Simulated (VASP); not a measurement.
# ZnS (F-43m) in VASP: settings compared

ZnS is run at these levels: r2SCAN+D3(BJ), B3LYP; tasks: single point.

Everything below comes from runs of VASP 6.6.1. Logs are shortened: lines on timing, memory, paths and dates and some standing lists are left out, and cuts for length are marked.

**The experiment to reproduce.**

“Electronic, vibrational, and thermodynamic properties of ZnS (zincblende and rocksalt structure)”, 2009, arxiv:0911.5022 quotes, for a bulk crystal of ZnS at 19 K: band gap 3.85 eV (direct).

The results are compared with them further down.

## (1) The cell of the first run

Symmetry: F-43m, No. 216, cubic system. The conventional cell has a = 5.440 Å, b = 5.440 Å, c = 5.440 Å, α = 90.00°, β = 90.00°, γ = 90.00°. Zn (site symmetry -43m) has 4 S at 2.36 Å within 3.1 Å. Within 3.1 Å of S (site symmetry -43m) lie 4 Zn at 2.36 Å.

## (2) Single point, r2SCAN+D3(BJ)

Contents of POSCAR:

```
ZnS
1.0
    0.0000000000      2.7198945612      2.7198945612
    2.7198945612      0.0000000000      2.7198945612
    2.7198945612      2.7198945612      0.0000000000
Zn S
1 1
Direct
    0.7500000000      0.7500000000      0.7500000000
    0.0000000000      0.0000000000      0.0000000000
```

Contents of INCAR.step1:

```
SYSTEM = ZnS
PREC = Accurate
ENCUT = 520
ISMEAR = -1
SIGMA = 0.05
LREAL = .FALSE.
LASPH = .TRUE.
NELM = 80
NBANDS = 16
GGA = PE
ALGO = Normal
EDIFF = 1E-4
LWAVE = .TRUE.
LCHARG = .FALSE.
```

Contents of INCAR.step2:

```
SYSTEM = ZnS
PREC = Accurate
ENCUT = 520
EDIFF = 1E-7
ISMEAR = -1
SIGMA = 0.05
LREAL = .FALSE.
LASPH = .TRUE.
NELM = 80
ALGO = Normal
ISIF = 2
LWAVE = .FALSE.
LCHARG = .FALSE.
METAGGA = R2SCAN
LMIXTAU = .TRUE.
IVDW = 12
VDW_S6 = 1.0
VDW_S8 = 0.78981345
VDW_A1 = 0.49484001
VDW_A2 = 5.73083694
NBANDS = 16
ISTART = 1
```

Contents of KPOINTS:

```
regular mesh
0
G
  9 9 9
  0 0 0
```

Potentials or basis: VASP PAW PBE potentials, release 64 (Zn, S).

Launch:

```
$ cat potpaw_PBE.64/Zn/POTCAR potpaw_PBE.64/S/POTCAR > POTCAR
$ cp INCAR.step1 INCAR
$ mpirun -np 1 vasp_std > vasp.out
$ cp INCAR.step2 INCAR
$ mpirun -np 1 vasp_std > vasp.out
```

OUTCAR:

```text
SYSTEM = ZnS
   PREC = Accurate
   ENCUT = 520
   EDIFF = 1E-7
   ISMEAR = -1
   LREAL = .FALSE.
   LASPH = .TRUE.
   NELM = 80
   ISIF = 2
   METAGGA = R2SCAN
   IVDW = 12
   ISTART = 1
 IVDW          = 12

 ion  position               nearest neighbor table
   1  0.750  0.750  0.750-   2 2.36   2 2.36   2 2.36   2 2.36
   2  0.000  0.000  0.000-   1 2.36   1 2.36   1 2.36   1 2.36

  LATTYP: Found a face centered cubic cell.
 ALAT       =     5.4397891224

  Lattice vectors:

 A1 = (   0.0000000000,   2.7198945612,   2.7198945612)
 A2 = (   2.7198945612,   0.0000000000,   2.7198945612)
 A3 = (   2.7198945612,   2.7198945612,   0.0000000000)

Analysis of symmetry for initial positions (statically):
=====================================================================
 Subroutine PRICEL returns:
 Original cell was already a primitive cell.

 Routine SETGRP: Setting up the symmetry group for a
 face centered cubic supercell.

 Subroutine GETGRP returns: Found 24 space group operations
 (whereof 24 operations were pure point group operations)
 out of a pool of 48 trial point group operations.

The static configuration has the point symmetry T_d .

Analysis of symmetry for dynamics (positions and initial velocities):
=====================================================================
 Subroutine PRICEL returns:
 Original cell was already a primitive cell.

 Routine SETGRP: Setting up the symmetry group for a
 face centered cubic supercell.

 Subroutine GETGRP returns: Found 24 space group operations
 (whereof 24 operations were pure point group operations)
 out of a pool of 48 trial point group operations.

The dynamic configuration has the point symmetry T_d .

 Subroutine INISYM returns: Found 24 space group operations
 (whereof 24 operations are pure point group operations),
 and found     1 'primitive' translations

----------------------------------------------------------------------------------------

                                     Primitive cell

  volume of cell :      40.2426

  direct lattice vectors                    reciprocal lattice vectors
     0.000000000  2.719894561  2.719894561    -0.183830655  0.183830655  0.183830655
     2.719894561  0.000000000  2.719894561     0.183830655 -0.183830655  0.183830655
     2.719894561  2.719894561  0.000000000     0.183830655  0.183830655 -0.183830655

  length of vectors
     3.846511777  3.846511777  3.846511777     0.318404035  0.318404035  0.318404035

  position of ions in fractional coordinates (direct lattice)
     0.750000000  0.750000000  0.750000000
     0.000000000  0.000000000  0.000000000

  ion indices of the primitive-cell ions
   primitive index   ion index
                 1           1
                 2           2

----------------------------------------------------------------------------------------

 KPOINTS: regular mesh

Automatic generation of k-mesh.
 Grid dimensions read from file:
 generate k-points for:    9    9    9

 Generating k-lattice:

  Cartesian coordinates                     Fractional coordinates (reciprocal lattice)
    -0.020425628  0.020425628  0.020425628     0.111111111  0.000000000  0.000000000
     0.020425628 -0.020425628  0.020425628     0.000000000  0.111111111  0.000000000
     0.020425628  0.020425628 -0.020425628     0.000000000  0.000000000  0.111111111

  Length of vectors
     0.035378226  0.035378226  0.035378226

  Shift w.r.t. Gamma in fractional coordinates (k-lattice)
     0.000000000  0.000000000  0.000000000

 Subroutine IBZKPT returns following result:
 ===========================================

 Found     35 irreducible k-points:

 Following reciprocal coordinates:
            Coordinates               Weight
  0.000000  0.000000  0.000000      1.000000
  0.111111  0.000000  0.000000      8.000000
  0.222222  0.000000  0.000000      8.000000
  0.333333  0.000000  0.000000      8.000000
  0.444444  0.000000  0.000000      8.000000
  0.111111  0.111111  0.000000      6.000000
[... 16 lines left out ...]
 -0.333333  0.333333  0.000000     12.000000
  0.444444  0.444444  0.000000      6.000000
 [... further k-points ...]
   k-points           NKPTS =     35   k-points in BZ     NKDIM =     35   number of bands    NBANDS=     16
   number of dos      NEDOS =    301   number of ions     NIONS =      2
   total plane-waves  NPLWV =  27000
   dimension x,y,z NGX =    30 NGY =   30 NGZ =   30
   dimension x,y,z NGXF=    60 NGYF=   60 NGZF=   60
   ions per type =               1   1
   NGX,Y,Z   is equivalent  to a cutoff of  12.97, 12.97, 12.97 a.u.
   NGXF,Y,Z  is equivalent  to a cutoff of  25.93, 25.93, 25.93 a.u.
 SYSTEM =  ZnS
   PREC   = accura    normal or accurate (medium, high low for compatibility)
   ISTART =      1    job   : 0-new  1-cont  2-samecut
   ICHARG =      0    charge: 1-file 2-atom 10-const
   ISPIN  =      1    spin polarized calculation?
   LNONCOLLINEAR =      F non collinear calculations
   LSORBIT =      F    spin-orbit coupling
   LASPH  =      T    aspherical Exc in radial PAW
   ENCUT  =  520.0 eV  38.22 Ry    6.18 a.u.   7.15  7.15  7.15*2*pi/ulx,y,z
   NELM   =     80;   NELMIN=  2; NELMDL=  0     # of ELM steps
   EDIFF  = 0.1E-06   stopping-criterion for ELM
   LREAL  =      F    real-space projection
   EDIFFG = 0.1E-05   stopping-criterion for IOM
   NSW    =      0    number of steps for IOM
   IBRION =     -1    ionic relax: 0-MD 1-quasi-New 2-CG
   NFREE  =      0    steps in history (QN), initial steepest desc. (CG)
   ISIF   =      2    stress and relaxation
   ISYM   =      2    0-nonsym 1-usesym 2-fastsym
   POTIM  = 0.5000    time-step for ionic-motion
   TEBEG  =    0.0;   TEEND  =   0.0 temperature during run
   PSTRESS=    0.0 pullay stress
   NELECT =      18.0000    total number of electrons
   NUPDOWN=      -1.0000    fix difference up-down
   EMIN   =  10.00;   EMAX   =-10.00  energy-range for DOS
   EFERMI =   0.00;   METHOD = LEGACY
   ISMEAR =    -1;   SIGMA  =   0.05  broadening in eV -4-tet -1-fermi 0-gaus
   EFERMI_NEDOS =   21; number of points for ismear=-14 and -15
   IALGO  =     38    algorithm
   IMIX   =      4    mixing-type and parameters
     AMIX     =   0.40;   BMIX     =  1.00
     AMIX_MAG =   1.60;   BMIX_MAG =  1.00
  volume/ion in A,a.u.               =      20.12       135.79
  Fermi-wavevector in a.u.,A,eV,Ry     =   1.251998  2.365933 21.327115  1.567499
  Thomas-Fermi vector in A             =   2.385919
   LORBIT       =      0    0 simple, 1 ext, 2 COOP (PROOUT), +10 PAW based schemes
   METAGGA = R2SCAN    functional components
   LHFCALC =     F    Hartree Fock is set to
   AEXX    =    0.0000 exact exchange contribution
   IVDW    =    12    specifies the selected vdW correction
   LEPSILON=     F    determine dielectric tensor
   LRPA    =     F    only Hartree local field effects (RPA)
 non-spin polarized calculation
  energy-cutoff  :      520.00
  volume of cell :       40.24
 maximum number of plane-waves:      1094
 NGX is ok and might be reduce to    30
   NGX = 15   NGY = 15   NGZ = 15

 number of electron      18.0000009 magnetization

 Free energy of the ion-electron system (eV)
  ---------------------------------------------------
  ext. energy  EPLUGINS =         0.00000000
  ---------------------------------------------------
  free energy    TOTEN  =       -18.85928868 eV

  energy without entropy =      -18.85928868  energy(sigma->0) =      -18.85928868

 E-fermi :   2.6773     XC(G=0): -10.1842

 val. band max:        1.6466005462   @ k =   0.0000   0.0000   0.0000
 cond. band min:       4.2292867869   @ k =   0.0000   0.0000   0.0000
 fundamental gap:      2.5826862406
 Fermi energy:         2.6772589887

 k-point     1 :       0.0000    0.0000    0.0000
  band No.  band energies     occupation
      1     -11.8875      2.00000
      2      -4.7753      2.00000
      3      -4.7753      2.00000
      4      -4.7753      2.00000
      5      -4.2553      2.00000
      6      -4.2553      2.00000
[... 8 lines left out ...]
     15      13.9283      0.00000
     16      14.0608      0.00000

 k-point     2 :       0.1111    0.0000    0.0000
  band No.  band energies     occupation
      1     -11.7958      2.00000
      2      -4.7715      2.00000
      3      -4.7583      2.00000
      4      -4.7582      2.00000
      5      -4.2566      2.00000
      6      -4.2566      2.00000
[... 8 lines left out ...]
     15      13.4079      0.00000
     16      14.7684      0.00000

 k-point     3 :       0.2222    0.0000    0.0000
  band No.  band energies     occupation
      1     -11.5490      2.00000
      2      -4.7338      2.00000
      3      -4.7179      2.00000
      4      -4.7178      2.00000
      5      -4.2555      2.00000
      6      -4.2555      2.00000
[... 8 lines left out ...]
     15      13.0602      0.00000
     16      14.5477      0.00000

 k-point     4 :       0.3333    0.0000    0.0000
  band No.  band energies     occupation
      1     -11.2375      2.00000
      2      -4.6785      2.00000
      3      -4.6785      2.00000
      4      -4.5855      2.00000
      5      -4.2444      2.00000
      6      -4.2443      2.00000
[... 8 lines left out ...]
     15      13.7793      0.00000
     16      14.0290      0.00000
[... 324 lines left out ...]
 k-point    22 :      -0.4444    0.3333    0.0000
  band No.  band energies     occupation
      1     -10.7191      2.00000
      2      -4.6774      2.00000
      3      -4.4918      2.00000
      4      -4.3940      2.00000
      5      -4.2126      2.00000
      6      -3.9829      2.00000
[... 8 lines left out ...]
     15      15.2644      0.00000
     16      17.5442      0.00000

 k-point    23 :      -0.3333    0.3333    0.0000
  band No.  band energies     occupation
      1     -10.7501      2.00000
      2      -4.6484      2.00000
      3      -4.5304      2.00000
      4      -4.3150      2.00000
      5      -4.2407      2.00000
      6      -3.9871      2.00000
[... 8 lines left out ...]
     15      13.8871      0.00000
     16      18.8473      0.00000

 k-point    24 :       0.4444    0.4444    0.0000
  band No.  band energies     occupation
      1     -10.7172      2.00000
      2      -4.7610      2.00000
      3      -4.4443      2.00000
      4      -4.4443      2.00000
      5      -4.1840      2.00000
      6      -4.1031      2.00000
[... 8 lines left out ...]
     15      15.8758      0.00000
     16      17.3258      0.00000

 [... further k-points ...]

------------------------ aborting loop because EDIFF is reached ----------------------------------------

 Edisp (eV)   -0.28690

 E8    (eV) :    -0.0862

  FORCE on cell =-STRESS in cart. coord.  units (eV):
  Direction    XX          YY          ZZ          XY          YZ          ZX
  --------------------------------------------------------------------------------------
  -------------------------------------------------------------------------------------
  Total      -0.79964    -0.79964    -0.79964     0.00000    -0.00000     0.00000
  in kB     -31.83587   -31.83587   -31.83587     0.00000    -0.00000     0.00000
  external pressure =      -31.84 kB  Pullay stress =        0.00 kB

 VOLUME and BASIS-vectors are now :
 -----------------------------------------------------------------------------
  energy-cutoff  :      520.00
  volume of cell :       40.24
      direct lattice vectors                 reciprocal lattice vectors
     0.000000000  2.719894561  2.719894561    -0.183830655  0.183830655  0.183830655
     2.719894561  0.000000000  2.719894561     0.183830655 -0.183830655  0.183830655
     2.719894561  2.719894561  0.000000000     0.183830655  0.183830655 -0.183830655

 POSITION                                       TOTAL-FORCE (eV/Angst)
 -----------------------------------------------------------------------------------
      4.07984      4.07984      4.07984        -0.000000     -0.000000     -0.000000
      0.00000      0.00000      0.00000         0.000000      0.000000      0.000000
 -----------------------------------------------------------------------------------
    total drift:                                0.000017      0.000017      0.000017

  FREE ENERGIE OF THE ION-ELECTRON SYSTEM (eV)
  ---------------------------------------------------
  free  energy   TOTEN  =       -19.1461894680 eV

  energy  without entropy=      -19.1461894680  energy(sigma->0) =      -19.14618947
```

Run time: 61 s. Hardware: 1 thread of AMD EPYC 9R45 (Zen 5), shared host; peak memory 0.16 GiB.

Results:

| Quantity | Value |
| --- | --- |
| Free energy | -19.1462 eV |
| Pressure | -3.2 GPa |
| Band gap on the k mesh | 2.58 eV, direct |
| Dispersion energy per atom | -0.143 eV |

Caveat: the PAW data sets were made with another functional, which shifts forces and pressure a little.

(Part 1 of 2 ends here.)
